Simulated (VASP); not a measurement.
Here is a VASP 6.6.1 calculation.

Contents of INCAR:

```
SYSTEM = KCl
ALGO     = Normal         ! electronic algorithm
EDIFF    = 1E-8           ! SCF threshold, eV
ENCUT    = 520            ! plane-wave cutoff, eV
GGA      = PS             ! functional
IBRION   = 8              ! ionic algorithm
ISIF     = 2              ! what is computed and relaxed
ISMEAR   = -1             ! smearing method
LASPH    = .True.         ! aspherical terms in the spheres
LCHARG   = .True.         ! write CHGCAR
LREAL    = .False.        ! projectors in reciprocal space
LWAVE    = .False.        ! write WAVECAR
NBANDS   = 15             ! bands
NELM     = 80             ! most SCF steps
NSW      = 1              ! ionic steps
PREC     = Accurate       ! precision mode
SIGMA    = 0.05           ! smearing width, eV
```

The input KPOINTS:

```
k-points
0
Gamma
  6 6 6
  0 0 0
```

POSCAR

```
KCl
1.0
    0.0000000000      3.1464700000      3.1464700000
    3.1464700000      0.0000000000      3.1464700000
    3.1464700000      3.1464700000      0.0000000000
K Cl
1 1
Direct
    0.0000000000      0.0000000000      0.0000000000
    0.5000000000      0.5000000000      0.5000000000
```

Potentials or basis: VASP PAW PBE potentials, release 64 (K_sv, Cl).

Command:

```console
$ cat potpaw_PBE.64/K_sv/POTCAR potpaw_PBE.64/Cl/POTCAR > POTCAR
$ mpirun -np 1 vasp_std > vasp.out
```

**Question.** Predict the highest phonon frequency at Γ, LO-TO splitting left out.

**Answer.** 132 cm⁻¹.

Phonon frequencies in cm⁻¹ (negative: imaginary):
```
              q point        frequencies
(0.000, 0.000, 0.000)  0 0 0 132 132 132
```
